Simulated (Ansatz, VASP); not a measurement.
# One calculation of KI, two programs

The input INCAR:

```
SYSTEM = KI
  PREC = Accurate
  ENCUT = 520
  EDIFF = 1E-6
  ISMEAR = -1
  SIGMA = 0.01
  LREAL = .False.
  LASPH = .True.
  NELM = 80
  ALGO = Normal
  ISIF = 2
  LWAVE = .False.
  LCHARG = .False.
  GGA = PS
  NBANDS = 15
```

Contents of KPOINTS:

```
Automatic mesh
0
Gamma
  8 8 8
  0 0 0
```

The input POSCAR:

```
KI
1.0
    0.0352455000      3.5421727500      3.5421727500
    3.5421727500      0.0352455000      3.5421727500
    3.5421727500      3.5421727500      0.0352455000
K I
1 1
Direct
    0.0000000000      0.0000000000      0.0000000000
    0.5000000000      0.5000000000      0.5000000000
```

Input for Ansatz:

```yaml
crystal:
  lattice:
    - [0.0352455, 3.54217275, 3.54217275]
    - [3.54217275, 0.0352455, 3.54217275]
    - [3.54217275, 3.54217275, 0.0352455]
  atoms:
    - { symbol: K, position: [0.0, 0.0, 0.0] }
    - { symbol: I, position: [0.5, 0.5, 0.5] }
kpoints:
  mp_grid: { grid: [8, 8, 8] }
  band_path:
    path:
      - [0.0, 0.0, 0.0]
      - [0.5, 0.5, 0.5]
      - [0.247543133, 0.5, 0.752456867]
      - [-0.247543133, 0.247543133, 0.5]
      - [0.0, 0.0, 0.5]
      - [0.0, 0.0, 0.0]
      - [-0.3737715665, 0.0, 0.3737715665]
      - [0.0, 0.3737715665, 0.6262284335]
      - [0.0, 0.5, 0.5]
    npoints: 5
scf:
  occupations: { method: fermi_dirac, width: 0.01 }
hamiltonian:
  xc: pbesol
  pseudopotentials: { kind: all_electron, lapw: { basis_error: 0.001 } }
output:
  forces: true
  stress: true
  eigenvalues: true
```

Change from the starting cell: equal xy, yz and zx shear strains of +1 %.

Alike in both runs: task single point; functional PBEsol; k mesh 8 × 8 × 8; occupations fermi-dirac, width 0.01 eV; no spin polarisation.

```csv
,VASP,Ansatz
version,VASP 6.6.1,Ansatz 0.2.0
potentials or method,"VASP PAW PBE potentials, release 64 (K_sv, I), cutoff 520 eV","all-electron LAPW, scalar-relativistic"
```

Ansatz gave:

- gap on the k mesh at the Fermi level (eV): 3.82
- pressure (GPa): -0.2

Task: What did VASP give for the same quantities?

Result: gap on the k mesh at the Fermi level (eV): 3.81; pressure (GPa): -0.2.

VASP's potentials were made for PBE, not for PBEsol. Ansatz ran all-electron here, and VASP with PAW potentials.

Neither program's run includes spin-orbit coupling.
